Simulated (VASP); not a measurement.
Crystal: Si2Mo.

```
Si Mo
1.0
    -1.60000    1.60000    3.93050
     1.60000   -1.60000    3.93050
     1.60000    1.60000   -3.93050
Si Mo
2 1
Direct
  0.33300 0.33300 0.00000
  0.66700 0.66700 0.00000
  0.00000 0.00000 0.00000
```

- Program: VASP 6.6.1
- Task: relaxation of cell and atoms
- Functional: PBE
- Potentials or basis: VASP PAW PBE potentials, release 64 (Si, Mo_sv)
- Cutoff: 600 eV
- k mesh: 11 × 11 × 11
- Occupations: fermi-dirac, width 0.05 eV
- Spin: no spin polarisation

At the start: pressure 2.4 GPa; volume 13.42 Å³/atom.

Question: How do energy, volume and symmetry change on relaxing?

Answer: Over 4 steps the energy falls by 2.8 meV/atom and the volume is 13.58 Å³/atom (+1.2 %); space group I4/mmm (No. 139, to 0.05 Å).

The path:
| step | energy change (eV) | largest force (eV/Å) | pressure (GPa) | volume (Å³) |
| --- | --- | --- | --- | --- |
| 1 | 0.0000 | 0.2716 | 2.38 | 40.25 |
| 2 | -0.0016 | 0.0957 | -3.23 | 41.42 |
| 3 | -0.0066 | 0.1755 | -0.70 | 40.86 |
| 4 | -0.0085 | 0.0082 | 0.11 | 40.75 |

Final structure:
```
Si Mo
1.0
    -1.60971    1.60971    3.93150
     1.60971   -1.60971    3.93150
     1.60971    1.60971   -3.93150
Si Mo
2 1
Cartesian
  1.6097 1.6097 -1.2962
  0.0000 0.0000 5.2277
  0.0000 0.0000 7.8630
```

Caveat: the relaxation stopped at a loose force limit of 0.05 eV/Å, so its end isn't a converged minimum.
